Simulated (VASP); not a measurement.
# Cu (R-3m) in VASP: notebook, part 2 of 2

VASP 6.6.1. Earlier steps stand in the parts before.

### Step 3. Single point, PBE

Input file INCAR:

```
PREC = Accurate ; ENCUT = 600
EDIFF = 1E-6 ; ISMEAR = -1
SIGMA = 0.15 ; LREAL = F
LASPH = T ; NELM = 120
ALGO = Normal ; ISIF = 2
LWAVE = F ; LCHARG = F
GGA = PE ; NBANDS = 18
GGA_COMPAT = F
```

Input file KPOINTS:

```
regular mesh
0
Gamma
  4 4 4
```

Input file POSCAR:

```
Cu
1.0
    2.8500000000      0.0000000000      0.0000000000
    0.0000000000      2.8500000000      0.0000000000
    0.0000000000      0.0000000000      2.8500000000
Cu
2
Direct
    0.0000000000      0.0000000000      0.0000000000
    0.4701289521      0.4701289521      0.4701289521
```

Potentials or basis: VASP PAW PBE potentials, release 64 (Cu).

Run with:

```sh
cat potpaw_PBE.64/Cu/POTCAR > POTCAR
mpirun -np 1 vasp_std > vasp.out
```

OUTCAR:

```text
PREC = Accurate
   ENCUT = 600
   EDIFF = 1E-6
   ISMEAR = -1
   LREAL = F
   LASPH = T
   NELM = 120
   ISIF = 2
   GGA = PE

 ion  position               nearest neighbor table
   1  0.000  0.000  0.000-   2 2.32   2 2.42   2 2.42   2 2.42   2 2.52   2 2.52   2 2.52   2 2.62

   2  0.470  0.470  0.470-   1 2.32   1 2.42   1 2.42   1 2.42   1 2.52   1 2.52   1 2.52   1 2.62

  LATTYP: Found a simple cubic cell.
 ALAT       =     2.8500000000

  Lattice vectors:

 A1 = (   2.8500000000,   0.0000000000,   0.0000000000)
 A2 = (   0.0000000000,   2.8500000000,   0.0000000000)
 A3 = (   0.0000000000,   0.0000000000,   2.8500000000)

Analysis of symmetry for initial positions (statically):
=====================================================================
 Subroutine PRICEL returns:
 Original cell was already a primitive cell.

 Routine SETGRP: Setting up the symmetry group for a
 simple cubic supercell.

 Subroutine GETGRP returns: Found 12 space group operations
 (whereof  6 operations were pure point group operations)
 out of a pool of 48 trial point group operations.

The static configuration has the point symmetry C_3v.
 The point group associated with its full space group is D_3d.

Analysis of symmetry for dynamics (positions and initial velocities):
=====================================================================
 Subroutine PRICEL returns:
 Original cell was already a primitive cell.

 Routine SETGRP: Setting up the symmetry group for a
 simple cubic supercell.

 Subroutine GETGRP returns: Found 12 space group operations
 (whereof  6 operations were pure point group operations)
 out of a pool of 48 trial point group operations.

The dynamic configuration has the point symmetry C_3v.
 The point group associated with its full space group is D_3d.

 Subroutine INISYM returns: Found 12 space group operations
 (whereof  6 operations are pure point group operations),
 and found     1 'primitive' translations

----------------------------------------------------------------------------------------

                                     Primitive cell

  volume of cell :      23.1491

  direct lattice vectors                    reciprocal lattice vectors
     2.850000000  0.000000000  0.000000000     0.350877193  0.000000000  0.000000000
     0.000000000  2.850000000  0.000000000     0.000000000  0.350877193  0.000000000
     0.000000000  0.000000000  2.850000000     0.000000000  0.000000000  0.350877193

  length of vectors
     2.850000000  2.850000000  2.850000000     0.350877193  0.350877193  0.350877193

  position of ions in fractional coordinates (direct lattice)
     0.000000000  0.000000000  0.000000000
     0.470128952  0.470128952  0.470128952

  ion indices of the primitive-cell ions
   primitive index   ion index
                 1           1
                 2           2

----------------------------------------------------------------------------------------

 KPOINTS: regular mesh

Automatic generation of k-mesh.
 Grid dimensions read from file:
 generate k-points for:    4    4    4

 Generating k-lattice:

  Cartesian coordinates                     Fractional coordinates (reciprocal lattice)
     0.087719298  0.000000000  0.000000000     0.250000000  0.000000000  0.000000000
     0.000000000  0.087719298  0.000000000     0.000000000  0.250000000  0.000000000
     0.000000000  0.000000000  0.087719298     0.000000000  0.000000000  0.250000000

  Length of vectors
     0.087719298  0.087719298  0.087719298

  Shift w.r.t. Gamma in fractional coordinates (k-lattice)
     0.000000000  0.000000000  0.000000000

 Subroutine IBZKPT returns following result:
 ===========================================

 Found     13 irreducible k-points:

 Following reciprocal coordinates:
            Coordinates               Weight
  0.000000  0.000000  0.000000      1.000000
  0.250000  0.000000  0.000000      6.000000
  0.500000  0.000000  0.000000      3.000000
  0.250000  0.250000  0.000000      6.000000
 -0.250000  0.250000  0.000000      6.000000
  0.500000  0.250000  0.000000     12.000000
  0.500000  0.500000  0.000000      3.000000
  0.250000  0.250000  0.250000      2.000000
 -0.250000  0.250000  0.250000      6.000000
  0.500000  0.250000  0.250000      6.000000
 -0.250000  0.500000  0.250000      6.000000
  0.500000  0.500000  0.250000      6.000000
  0.500000  0.500000  0.500000      1.000000
   k-points           NKPTS =     13   k-points in BZ     NKDIM =     13   number of bands    NBANDS=     18
   number of dos      NEDOS =    301   number of ions     NIONS =      2
   total plane-waves  NPLWV =  13824
   dimension x,y,z NGX =    24 NGY =   24 NGZ =   24
   dimension x,y,z NGXF=    48 NGYF=   48 NGZF=   48
   ions per type =               2
   NGX,Y,Z   is equivalent  to a cutoff of  14.00, 14.00, 14.00 a.u.
   NGXF,Y,Z  is equivalent  to a cutoff of  28.00, 28.00, 28.00 a.u.
 SYSTEM =  unknown system
   PREC   = accura    normal or accurate (medium, high low for compatibility)
   ISTART =      0    job   : 0-new  1-cont  2-samecut
   ICHARG =      2    charge: 1-file 2-atom 10-const
   ISPIN  =      1    spin polarized calculation?
   LNONCOLLINEAR =      F non collinear calculations
   LSORBIT =      F    spin-orbit coupling
   LASPH  =      T    aspherical Exc in radial PAW
   ENCUT  =  600.0 eV  44.10 Ry    6.64 a.u.   5.69  5.69  5.69*2*pi/ulx,y,z
   NELM   =    120;   NELMIN=  2; NELMDL= -5     # of ELM steps
   EDIFF  = 0.1E-05   stopping-criterion for ELM
   LREAL  =      F    real-space projection
   EDIFFG = 0.1E-04   stopping-criterion for IOM
   NSW    =      0    number of steps for IOM
   IBRION =     -1    ionic relax: 0-MD 1-quasi-New 2-CG
   NFREE  =      0    steps in history (QN), initial steepest desc. (CG)
   ISIF   =      2    stress and relaxation
   ISYM   =      2    0-nonsym 1-usesym 2-fastsym
   POTIM  = 0.5000    time-step for ionic-motion
   TEBEG  =    0.0;   TEEND  =   0.0 temperature during run
   PSTRESS=    0.0 pullay stress
   NELECT =      22.0000    total number of electrons
   NUPDOWN=      -1.0000    fix difference up-down
   EMIN   =  10.00;   EMAX   =-10.00  energy-range for DOS
   EFERMI =   0.00;   METHOD = LEGACY
   ISMEAR =    -1;   SIGMA  =   0.15  broadening in eV -4-tet -1-fermi 0-gaus
   EFERMI_NEDOS =   21; number of points for ismear=-14 and -15
   IALGO  =     38    algorithm
   IMIX   =      4    mixing-type and parameters
     AMIX     =   0.40;   BMIX     =  1.00
     AMIX_MAG =   1.60;   BMIX_MAG =  1.00
  volume/ion in A,a.u.               =      11.57        78.11
  Fermi-wavevector in a.u.,A,eV,Ry     =   1.609549  3.041607 35.247905  2.590648
  Thomas-Fermi vector in A             =   2.705241
   LORBIT       =      0    0 simple, 1 ext, 2 COOP (PROOUT), +10 PAW based schemes
   GGA     = PE    functional components
   LHFCALC =     F    Hartree Fock is set to
   AEXX    =    0.0000 exact exchange contribution
   IVDW    =     0    specifies the selected vdW correction
   LEPSILON=     F    determine dielectric tensor
   LRPA    =     F    only Hartree local field effects (RPA)
 non-spin polarized calculation
  energy-cutoff  :      600.00
  volume of cell :       23.15
 maximum number of plane-waves:       804
 NGX is ok and might be reduce to    24
   NGX = 11   NGY = 11   NGZ = 11

 number of electron      22.0000001 magnetization

 Free energy of the ion-electron system (eV)
  ---------------------------------------------------
  ext. energy  EPLUGINS =         0.00000000
  ---------------------------------------------------
  free energy    TOTEN  =        -7.32652511 eV

  energy without entropy =       -7.29458356  energy(sigma->0) =       -7.31055433

 E-fermi :   7.6651     XC(G=0): -12.8479

 val. band max:        7.2563495917   @ k =   0.5000   0.5000   0.0000
 cond. band min:       8.0320378347   @ k =  -0.2500   0.5000   0.2500
 fundamental gap:      0.7756882430
 Fermi energy:         7.6650599734

 k-point     1 :       0.0000    0.0000    0.0000
  band No.  band energies     occupation
      1      -1.6630      2.00000
      2       3.0215      2.00000
      3       3.0215      2.00000
      4       4.5077      2.00000
      5       4.6086      2.00000
      6       4.6086      2.00000
[... 10 lines left out ...]
     17      23.9403      0.00000
     18      33.2023      0.00000
[... 235 lines left out ...]
      2       3.9101      2.00000
      3       3.9108      2.00000
      4       3.9108      2.00000
      5       3.9126      2.00000
      6       3.9126      2.00000
[... 10 lines left out ...]
     17      15.7160      0.00000
     18      15.8116      0.00000

------------------------ aborting loop because EDIFF is reached ----------------------------------------

  FORCE on cell =-STRESS in cart. coord.  units (eV):
  Direction    XX          YY          ZZ          XY          YZ          ZX
  --------------------------------------------------------------------------------------
  -------------------------------------------------------------------------------------
  Total        0.9489623      0.9489623      0.9489623      0.1727920      0.1727920      0.1727920
  in kB       65.6787659     65.6787659     65.6787659     11.9591314     11.9591314     11.9591314
  external PRESSURE =      65.6787659 kB  Pullay stress =       0.0000000 kB

 VOLUME and BASIS-vectors are now :
 -----------------------------------------------------------------------------
  energy-cutoff  :      600.00
  volume of cell :       23.15
      direct lattice vectors                 reciprocal lattice vectors
     2.850000000  0.000000000  0.000000000     0.350877193  0.000000000  0.000000000
     0.000000000  2.850000000  0.000000000     0.000000000  0.350877193  0.000000000
     0.000000000  0.000000000  2.850000000     0.000000000  0.000000000  0.350877193

 POSITION                                       TOTAL-FORCE (eV/Angst)
 -----------------------------------------------------------------------------------
      0.00000      0.00000      0.00000        -0.668921     -0.668921     -0.668921
      1.33987      1.33987      1.33987         0.668921      0.668921      0.668921
 -----------------------------------------------------------------------------------
    total drift:                               -0.000006     -0.000006     -0.000016

  FREE ENERGIE OF THE ION-ELECTRON SYSTEM (eV)
  ---------------------------------------------------
  free  energy   TOTEN  =        -7.3265251123 eV

  energy  without entropy=       -7.2945835558  energy(sigma->0) =       -7.31055433
```

OSZICAR:

```text
N       E                     dE             d eps       ncg     rms          rms(c)
DAV:   1     0.127124167345E+03    0.12712E+03   -0.11533E+04   516   0.248E+03
DAV:   2    -0.216020645520E+01   -0.12928E+03   -0.12200E+03   468   0.300E+02
DAV:   3    -0.914205693443E+01   -0.69819E+01   -0.67002E+01   504   0.918E+01
DAV:   4    -0.921632795947E+01   -0.74271E-01   -0.74227E-01   536   0.104E+01
DAV:   5    -0.921746037761E+01   -0.11324E-02   -0.11324E-02   572   0.112E+00    0.108E+01
DAV:   6    -0.795738613375E+01    0.12601E+01   -0.11258E+01   496   0.952E+01    0.510E+00
DAV:   7    -0.735782723512E+01    0.59956E+00   -0.21043E+00   502   0.385E+01    0.107E+00
DAV:   8    -0.732776261641E+01    0.30065E-01   -0.23469E-02   724   0.219E+00    0.238E-01
DAV:   9    -0.732652216814E+01    0.12404E-02   -0.16850E-03   698   0.104E+00    0.371E-02
DAV:  10    -0.732652606505E+01   -0.38969E-05   -0.10230E-04   698   0.163E-01    0.448E-03
DAV:  11    -0.732652707006E+01   -0.10050E-05   -0.60843E-07   384   0.207E-02    0.599E-03
DAV:  12    -0.732652535015E+01    0.17199E-05   -0.83556E-07   278   0.219E-02    0.378E-04
DAV:  13    -0.732652511226E+01    0.23789E-06   -0.21917E-07   270   0.471E-03
   1 F= -.73265251E+01 E0= -.73105543E+01  d E =-.319416E-01
```

stdout:

```text
POSCAR found type information on POSCAR Cu
 POSCAR found :  1 types and       2 ions
 scaLAPACK will be used
 LDA part: xc-table for (Slater+PW92), standard interpolation
 POSCAR, INCAR and KPOINTS ok, starting setup
 FFT: planning ... GRIDC
 FFT: planning ... GRID_SOFT
 FFT: planning ... GRID
 WAVECAR not read
 entering main loop
```

Run time: 7.4 s. Hardware: 1 thread of AMD EPYC 7R43 (Zen 3), shared host; peak memory 0.09 GiB.

Results:

| Item | Value |
| --- | --- |
| Free energy | -7.3265 eV |
| Pressure | 6.6 GPa |
| Largest force | 1.159 eV/Å |
| Band gap on the k mesh | zero (band 11 reaches 13.67 eV, above the bottom of band 12 at 6.59 eV) |

Forces in eV/Å, atoms in the order of the input:
```
Cu  -0.669 -0.669 -0.669
Cu   0.669  0.669  0.669
```

Caveat: the k points lie up to 0.55 Å⁻¹ apart; forces of over 1 eV/Å act on the atoms, so gaps and moduli don't describe the material at rest.
